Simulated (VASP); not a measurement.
**Ta5Ti3: relaxation of cell and atoms with PBE**

Crystal: Ta5Ti3.

```
Ti Ta
1.0
     3.28000    0.00000    0.00000
     0.00000    3.28000    0.00000
     0.00000    0.00000   13.13000
Ti Ta
3 5
Direct
  0.50000 0.50000 0.62500
  0.50000 0.50000 0.37500
  0.00000 0.00000 0.50000
  0.00000 0.00000 0.75000
  0.00000 0.00000 0.25000
  0.00000 0.00000 0.00000
  0.50000 0.50000 0.87500
  0.50000 0.50000 0.12500
```

```yaml
Program: VASP 6.6.1
Task: relaxation of cell and atoms
Functional: PBE
Potentials_or_basis: VASP PAW PBE potentials, release 64 (Ti_sv, Ta_pv)
Cutoff: 600 eV
k_mesh: 5 × 5 × 2
Occupations: gaussian, width 0.2 eV
Spin: no spin polarisation
Dipole_correction: no
Further_INCAR_settings: ALGO = Fast; EDIFF = 1e-06; IBRION = 2; EDIFFG = -0.08; NSW = 36; ISIF = 3
```

The relaxed volume is 17.90 Å³/atom and the relaxed cell is a = 3.304 Å, b = 3.304 Å, c = 13.118 Å, α = 90.00°, β = 90.00°, γ = 90.00°. The space group after relaxing (to 0.1 Å) is P4/mmm (No. 123) and the energy gained by relaxing is 3.3 meV/atom. The ionic steps are 5, the pressure after relaxing is 0.0 GPa and the largest force after relaxing is 0.074 eV/Å. The band gap on the k mesh is zero (an odd number of electrons rules out a gap without spin polarisation).

Forces in eV/Å, atoms in the order of the input:
```
Ti   0.000  0.000 -0.062
Ti   0.000  0.000  0.062
Ti   0.000  0.000  0.000
Ta   0.000  0.000 -0.074
Ta   0.000  0.000  0.074
Ta   0.000  0.000  0.000
Ta   0.000  0.000  0.040
Ta   0.000  0.000 -0.040
```

Step by step:
| step | energy change (eV) | largest force (eV/Å) | pressure (GPa) | volume (Å³) |
| --- | --- | --- | --- | --- |
| 1 | 0.0000 | 0.2208 | 2.45 | 141.26 |
| 2 | 0.0214 | 0.1122 | -3.79 | 146.85 |
| 3 | -0.0184 | 0.1468 | -0.18 | 143.49 |
| 4 | -0.0222 | 0.1166 | -0.14 | 143.40 |
| 5 | -0.0262 | 0.0741 | 0.00 | 143.18 |

Final structure:
```
Ti Ta
1.0
     3.30381    0.00000    0.00000
     0.00000    3.30381    0.00000
     0.00000    0.00000   13.11763
Ti Ta
3 5
Direct
  0.50000 0.50000 0.62557
  0.50000 0.50000 0.37443
  0.00000 0.00000 0.50000
  0.00000 0.00000 0.74805
  0.00000 0.00000 0.25195
  0.00000 0.00000 0.00000
  0.50000 0.50000 0.87303
  0.50000 0.50000 0.12697
```

Levels at points of the mesh, in eV from the Fermi level:
| k point | band 43 | band 44 | band 45 | band 46 | band 47 | band 48 |
| --- | --- | --- | --- | --- | --- | --- |
| (0.00, 0.00, 0.00) | 0.71 | 0.71 | 0.76 | 0.93 | 0.93 | 1.18 |
| (0.00, 0.00, 0.50) | 0.73 | 0.73 | 0.81 | 0.87 | 0.90 | 0.90 |

It took 11 min on 1 thread of Intel(R) Xeon(R) 6975P-C (Granite Rapids), with other jobs on the host, peak memory 0.34 GiB.

Caveat: the k points lie up to 0.38 Å⁻¹ apart in the final cell, too coarse for converged energies and pressures of a metal; spin-orbit coupling is left out, which moves the levels of the heavy elements; the relaxation stopped at a loose force limit of 0.08 eV/Å, so its end isn't a converged minimum.
